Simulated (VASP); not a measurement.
# Al10Ni4Pd4RuPt in VASP: further runs, part 2 of 2

VASP 6.6.1. The steps go on from the part before.

## 3. Single point, PBE, collinear spin, ferromagnetic start

This run uses another cell than the first one, of 13.52 Å³/atom.

INCAR

```
PREC = Accurate
ENCUT = 520
EDIFF = 1E-6
ISMEAR = 0
SIGMA = 0.1
LREAL = Auto
LASPH = True
NELM = 150
ALGO = Normal
ISIF = 2
LWAVE = False
LCHARG = True
ISPIN = 2
MAGMOM = 0 0 0 0 0 0 0 0 0 0 2 2 2 2 0 0 0 0 0 0
LORBIT = 11
LMAXMIX = 4
GGA = PE
LELF = True
LVHAR = True
ISYM = 0
NBANDS = 87
```

KPOINTS

```
Automatic mesh
0
Gamma
  2 2 2
  0.5 0.5 0.5
```

POSCAR

```
Al10Ni4Pd4RuPt
1.0
    0.0000532930     -5.7458457012      0.0001618819
    5.9654809275     -0.0001342340      3.1512202280
   -2.9862616136     -0.0001352354      6.3094827555
Al Ni Ru Pd Pt
10 4 1 4 1
Direct
    0.2557630635      0.2881812515      0.0863323680
    0.2613381878      0.5041710359      0.5202906414
    0.2592322687      0.6868327148      0.8870001296
    0.7477132143      0.2881866152      0.0862978350
    0.7421168257      0.5042180892      0.5202898508
    0.7442225607      0.6868355186      0.8869327194
    0.2636636668      0.9107710240      0.3027666215
    0.2586199751      0.1071061377      0.7021567287
    0.7397709583      0.9107768564      0.3027913238
    0.7448100261      0.1071356543      0.7021247571
    0.5017627295      0.2159325467      0.3920816841
    0.5017110214      0.3871141881      0.8030346002
    1.0017330743      0.3966522530      0.8025416631
    0.5016882041      0.8180869862      0.6012178394
    0.5017423221      0.9855250439      0.9994437494
    0.0017106087      0.9810540525      0.0023103712
    0.0016933536      0.2186183906      0.4030697046
    0.5017806469      0.5918497149      0.2082394776
    0.0017342173      0.5890030596      0.1943367066
    1.0017447380      0.8103802429      0.5888720309
```

Potentials or basis: VASP PAW PBE potentials, release 64 (Al, Ni, Ru_pv, Pd, Pt).

The run is started by

```console
$ cat potpaw_PBE.64/Al/POTCAR potpaw_PBE.64/Ni/POTCAR potpaw_PBE.64/Ru_pv/POTCAR potpaw_PBE.64/Pd/POTCAR potpaw_PBE.64/Pt/POTCAR > POTCAR
$ mpirun -np 1 vasp_std > vasp.out
```

OUTCAR:

```text
PREC = Accurate
   ENCUT = 520
   EDIFF = 1E-6
   ISMEAR = 0
   LREAL = Auto
   LASPH = True
   NELM = 150
   ISIF = 2
   ISPIN = 2
   LORBIT = 11
   GGA = PE
   ISYM = 0

 ion  position               nearest neighbor table
   1  0.256  0.288  0.086-  12 2.50  13 2.54  15 2.58  11 2.59  16 2.62  19 2.64  18 2.66  17 2.67
                             4 2.83   7 2.90   4 2.92   3 2.97   8 3.00
   2  0.261  0.504  0.520-  12 2.51  13 2.55  11 2.58  17 2.60  20 2.61  14 2.61  18 2.62  19 2.76
                             5 2.76   3 2.89   8 2.91   5 2.98   7 3.08
   3  0.259  0.687  0.887-  13 2.54  12 2.55  14 2.56  15 2.60  16 2.63  20 2.66  19 2.67  18 2.69
                             6 2.79   2 2.89   6 2.96   1 2.97   8 3.06   7 3.33
   4  0.748  0.288  0.086-  12 2.50  13 2.54  15 2.58  11 2.59  16 2.62  19 2.64  18 2.66  17 2.67
                             1 2.83   9 2.90   1 2.92   6 2.97  10 3.00
   5  0.742  0.504  0.520-  12 2.51  13 2.55  11 2.58  17 2.60  20 2.61  14 2.61  18 2.62  19 2.76
                             2 2.76   6 2.89  10 2.91   2 2.98   9 3.08
   6  0.744  0.687  0.887-  13 2.54  12 2.55  14 2.56  15 2.60  16 2.63  20 2.66  19 2.67  18 2.69
                             3 2.79   5 2.89   3 2.96   4 2.97  10 3.06   9 3.33
   7  0.264  0.911  0.303-  14 2.55  15 2.55  20 2.57  11 2.57  16 2.61  18 2.66  17 2.68   9 2.74
                            19 2.77   1 2.90   9 3.01   2 3.08   8 3.14   3 3.33
   8  0.259  0.107  0.702-  12 2.48  14 2.52  13 2.57  15 2.60  20 2.64  17 2.64  11 2.65  16 2.67
                            10 2.79   2 2.91  10 2.95   1 3.00   3 3.06   7 3.14
   9  0.740  0.911  0.303-  14 2.55  15 2.55  20 2.57  11 2.57  16 2.61  18 2.66  17 2.68   7 2.74
                            19 2.77   4 2.90   7 3.01   5 3.08  10 3.14   6 3.33
  10  0.745  0.107  0.702-  12 2.48  14 2.52  13 2.57  15 2.60  20 2.64  17 2.64  11 2.65  16 2.67
                             8 2.79   5 2.91   8 2.95   4 3.00   6 3.06   9 3.14
  11  0.502  0.216  0.392-   9 2.57   7 2.57   2 2.58   5 2.58   4 2.59   1 2.59  10 2.65   8 2.65
                            18 2.79  17 2.87  17 2.87  14 3.00  15 3.21
  12  0.502  0.387  0.803-  10 2.48   8 2.48   1 2.50   4 2.50   2 2.51   5 2.51   3 2.55   6 2.55
                            13 2.87  13 2.87  15 2.98  18 3.20
  13  0.002  0.397  0.803-   4 2.54   1 2.54   6 2.54   3 2.54   2 2.55   5 2.55   8 2.57  10 2.57
                            12 2.87  12 2.87  16 3.08  19 3.08  17 3.08  20 3.11
  14  0.502  0.818  0.601-   8 2.52  10 2.52   9 2.55   7 2.55   6 2.56   3 2.56   5 2.61   2 2.61
                            20 2.87  20 2.88  11 3.00  15 3.05  18 3.20
  15  0.502  0.986  0.999-   7 2.55   9 2.55   1 2.58   4 2.58   6 2.60   3 2.60   8 2.60  10 2.60
                            16 2.87  16 2.87  18 2.97  12 2.98  14 3.05  11 3.21
  16  0.002  0.981  0.002-   7 2.61   9 2.61   4 2.62   1 2.62   3 2.63   6 2.63   8 2.67  10 2.67
                            15 2.87  15 2.87  19 2.91  13 3.08  20 3.15  17 3.28
  17  0.002  0.219  0.403-   5 2.60   2 2.60  10 2.64   8 2.64   4 2.67   1 2.67   9 2.68   7 2.68
                            19 2.84  11 2.87  11 2.87  20 2.99  13 3.08  16 3.28
  18  0.502  0.592  0.208-   5 2.62   2 2.62   9 2.66   7 2.66   4 2.66   1 2.66   3 2.69   6 2.69
                            11 2.79  19 2.87  19 2.87  15 2.97  14 3.20  12 3.20
  19  0.002  0.589  0.194-   1 2.64   4 2.64   3 2.67   6 2.67   5 2.76   2 2.76   7 2.77   9 2.77
                            17 2.84  18 2.87  18 2.87  16 2.91  13 3.08  20 3.19
  20  0.002  0.810  0.589-   7 2.57   9 2.57   5 2.61   2 2.61   8 2.64  10 2.64   6 2.66   3 2.66
                            14 2.87  14 2.88  17 2.99  13 3.11  16 3.15  19 3.19

IMPORTANT INFORMATION: All symmetrisations will be switched off!
NOSYMM: (Re-)initialisation of all symmetry stuff for point group C_1.

----------------------------------------------------------------------------------------

                                     Primitive cell

  volume of cell :     270.3390

  direct lattice vectors                    reciprocal lattice vectors
     0.000053293 -5.745845701  0.000161882    -0.000001557 -0.174038784 -0.000004467
     5.965480927 -0.000134234  3.151220228     0.134103172  0.000003032  0.063470679
    -2.986261614 -0.000135235  6.309482756    -0.066976746  0.000002951  0.126791679
[... 129 lines left out ...]
   LRPA    =     F    only Hartree local field effects (RPA)
 spin polarized calculation
 Gauss-broadening in eV      SIGMA  =   0.10
  energy-cutoff  :      520.00
  volume of cell :      270.34
 maximum number of plane-waves:      7280
 NGX is ok and might be reduce to    42
   NGX = 21   NGY = 25   NGZ = 25

 number of electron     133.9999999 magnetization      -0.0004810

 number of electron     133.9999999 magnetization       0.0003176

 Free energy of the ion-electron system (eV)
  ---------------------------------------------------
  ext. energy  EPLUGINS =         0.00000000
  ---------------------------------------------------
  free energy    TOTEN  =      -110.83723742 eV

  energy without entropy =     -110.79937974  energy(sigma->0) =     -110.81830858

 E-fermi :  10.1346     XC(G=0): -12.0306

 val. band max:       10.0701368989   @ k =   0.2500  -0.2500   0.2500
 cond. band min:      10.1985575242   @ k =  -0.2500   0.2500   0.2500
 fundamental gap:      0.1284206253
 Fermi energy:        10.1346468802

 spin component 1

 k-point     1 :       0.2500    0.2500    0.2500
  band No.  band energies     occupation
      1     -32.0276      1.00000
      2     -32.0264      1.00000
      3     -32.0008      1.00000
      4       0.1452      1.00000
      5       1.7298      1.00000
      6       1.8276      1.00000
[... 317 lines left out ...]
     78      13.5024      0.00000
     79      13.7812      0.00000
 Fermi energy:        10.1346468802

 spin component 2

 k-point     1 :       0.2500    0.2500    0.2500
  band No.  band energies     occupation
      1     -32.0275      1.00000
      2     -32.0264      1.00000
      3     -32.0007      1.00000
      4       0.1452      1.00000
      5       1.7298      1.00000
      6       1.8277      1.00000
[... 317 lines left out ...]
     78      13.5024      0.00000
     79      13.7812      0.00000
 [bands above 79 left out]

------------------------ aborting loop because EDIFF is reached ----------------------------------------

  FORCE on cell =-STRESS in cart. coord.  units (eV):
  Direction    XX          YY          ZZ          XY          YZ          ZX
  --------------------------------------------------------------------------------------
  -------------------------------------------------------------------------------------
  Total       -0.0219624     -0.0966754      0.0107713     -0.0014025      0.0054363      0.0156390
  in kB       -0.1301613     -0.5729515      0.0638366     -0.0083122      0.0322187      0.0926856
  external PRESSURE =      -0.2130921 kB  Pullay stress =       0.0000000 kB

 VOLUME and BASIS-vectors are now :
 -----------------------------------------------------------------------------
  energy-cutoff  :      520.00
  volume of cell :      270.34
      direct lattice vectors                 reciprocal lattice vectors
     0.000053293 -5.745845701  0.000161882    -0.000001557 -0.174038784 -0.000004467
     5.965480927 -0.000134234  3.151220228     0.134103172  0.000003032  0.063470679
    -2.986261614 -0.000135235  6.309482756    -0.066976746  0.000002951  0.126791679

 POSITION                                       TOTAL-FORCE (eV/Angst)
 -----------------------------------------------------------------------------------
      1.46134     -1.46963      1.45288         0.004049     -0.019862     -0.010011
      1.45391     -1.50175      4.87156         0.007628      0.011473      0.000681
      1.44849     -1.48972      7.76092         0.004841      0.000710      0.000993
      1.46150     -4.29630      1.45276         0.004157      0.020241     -0.007070
      1.45422     -4.26423      4.87178         0.006698     -0.011593      0.001506
      1.44873     -4.27640      7.76058         0.003878     -0.000936      0.000507
[... 12 lines left out ...]
      2.93335     -0.01007      3.08224        -0.008173      0.000777     -0.002050
      3.07578     -0.01021      6.26916         0.029503      0.001234     -0.014249
 -----------------------------------------------------------------------------------
    total drift:                               -0.007496     -0.011214      0.007370

  FREE ENERGIE OF THE ION-ELECTRON SYSTEM (eV)
  ---------------------------------------------------
  free  energy   TOTEN  =      -110.8372374229 eV

  energy  without entropy=     -110.7993797400  energy(sigma->0) =     -110.81830858

 total charge

# of ion       s       p       d       tot
------------------------------------------
    1        0.380   0.384   0.000   0.764
    2        0.374   0.387   0.000   0.761
    3        0.376   0.387   0.000   0.762
    4        0.380   0.384   0.000   0.764
    5        0.374   0.387   0.000   0.761
    6        0.376   0.387   0.000   0.762
[... 12 lines left out ...]
   19        0.496   0.563   8.579   9.638
   20        0.737   0.678   8.173   9.588
--------------------------------------------------
tot          8.727  15.086  82.510 106.323

 magnetization (x)

# of ion       s       p       d       tot
------------------------------------------
    1        0.000   0.000   0.000   0.000
    2        0.000   0.000   0.000   0.000
    3       -0.000   0.000   0.000  -0.000
    4        0.000   0.000   0.000   0.000
    5        0.000   0.000   0.000   0.000
    6       -0.000   0.000   0.000  -0.000
[... 12 lines left out ...]
   19        0.000   0.000  -0.000  -0.000
   20       -0.000   0.000  -0.000  -0.000
--------------------------------------------------
tot          0.000   0.000   0.000   0.000
```

Wall time 14 min (1 thread of Oxide Virtual Turin-like, shared host); peak memory 0.49 GiB.

Results:

```yaml
Free_energy: -110.8372 eV
Pressure: 0.0 GPa
Largest_force: 0.033 eV/Å
Band_gap_on_the_k_mesh: zero (filled and empty bands overlap)
Net_moment: 0.00 μB per cell
Valence_electrons_inside_the_program's_atomic_spheres: Al 0.76, 0.77 (each value once); Ni 9.31, 9.43, 9.37, 9.36; Ru 12.82; Pd 9.76, 9.72, 9.70, 9.64; Pt 9.59
```

Forces in eV/Å, atoms in the order of the input:
```
Al   0.004 -0.020 -0.010
Al   0.008  0.011  0.001
Al   0.005  0.001  0.001
Al   0.004  0.020 -0.007
Al   0.007 -0.012  0.002
Al   0.004 -0.001  0.001
Al  -0.006 -0.028 -0.006
Al   0.003 -0.017  0.011
Al  -0.005  0.025 -0.007
Al   0.000  0.015  0.010
Ni  -0.010  0.002  0.001
Ni  -0.001  0.001  0.020
Ni  -0.007  0.001  0.002
Ni  -0.004  0.000  0.003
Ru  -0.012  0.001  0.001
Pd   0.008 -0.002 -0.009
Pd  -0.027 -0.003  0.011
Pd   0.007  0.003 -0.009
Pd  -0.008  0.001 -0.002
Pt   0.030  0.001 -0.014
```

Caveat: the k points lie up to 0.55 Å⁻¹ apart; the moments typed at the start vanished in this run; spin-orbit coupling is left out, which moves the levels of the heavy elements.

The gap in the log of VASP goes by the Fermi energy; the results here count the filled bands.